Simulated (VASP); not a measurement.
Here is a VASP 6.6.1 calculation.

Contents of INCAR:

```
  PREC = Accurate
  ENCUT = 520
  EDIFF = 1E-6
  ISMEAR = 0
  SIGMA = 0.1
  LREAL = F
  LASPH = T
  NELM = 80
  ALGO = Normal
  ISIF = 2
  LWAVE = F
  LCHARG = T
  LDIPOL = T
  IDIPOL = 3
  DIPOL = 0.5 0.5 0.500
  GGA = PS
  LELF = T
  LVHAR = T
  LVACPOTAV = T
  EFIELD = 0.05
  NBANDS = 27
```

File KPOINTS:

```
Automatic mesh
0
Gamma
  7 7 1
```

The input POSCAR:

```
IrPt
1.0
    2.7848497978      0.0000000000      0.0000000000
    1.3924248967      2.4117506719      0.0000000000
    0.0000000000      0.0000000000     22.7495453800
Ir Pt
2 2
Direct
    0.0000000000      0.0000000000      0.3516553789
    0.6666666667      0.6666666667      0.5494482070
    0.3333333333      0.3333333333      0.4505517930
    0.0000000000      0.0000000000      0.6483446211
```

Potentials or basis: VASP PAW PBE potentials, release 64 (Ir, Pt).

The run is started by

```bash
$ cat potpaw_PBE.64/Ir/POTCAR potpaw_PBE.64/Pt/POTCAR > POTCAR
$ mpirun -np 1 vasp_std > vasp.out
```

Task: Estimate the band gap on the k mesh.

Result: Zero (bands 19 and 20 overlap by 1.44 eV).

Task: Predict the largest force.

Result: 1.017 eV/Å.

Forces on the atoms (eV/Å):
```
Ir   0.000  0.000  1.017
Ir   0.000  0.000 -0.690
Pt   0.000  0.000 -0.041
Pt   0.000  0.000 -0.286
```

Caveat: the k points lie up to 0.37 Å⁻¹ apart, too coarse for converged energies and pressures of a metal; the PAW data sets were made with another functional, which shifts forces and pressure a little; spin-orbit coupling is left out, which moves the levels of the heavy elements.
